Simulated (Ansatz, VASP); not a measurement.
Ti3VC4: VASP beside Ansatz

```xyz
8
Lattice="3.0637 0.0000 0.0000 0.0000 3.0637 0.0000 0.0000 0.0000 22.4991" Properties=species:S:1:pos:R:3 pbc="T T T"
V     0.0000    0.0000    8.0826
C     1.5319    1.5319    7.9620
C     0.0000    0.0000   10.1672
C     1.5319    1.5319   12.3319
C     0.0000    0.0000   14.5371
Ti    1.5319    1.5319   10.1832
Ti    0.0000    0.0000   12.3159
Ti    1.5319    1.5319   14.4165
```

Alike in both runs: task single point; functional PBE; k mesh 13 × 13 × 1; occupations fermi-dirac, width 0.05 eV; no spin polarisation.

|  | VASP | Ansatz |
| --- | --- | --- |
| version | VASP 6.6.1 | Ansatz 0.2.0 |
| potentials or method | VASP PAW PBE potentials, release 64 (V_sv, C, Ti_sv) | PAW with Ansatz's default frozen-core files, scalar-relativistic |
| plane-wave cutoff (eV) | 520 | 420 |
| valence electrons in the cell | 65 | 65 |

|  | VASP | Ansatz | Ansatz less VASP |
| --- | --- | --- | --- |
| rms of the force components (eV/Å) | 0.420 | 0.425 | +0.0051 |
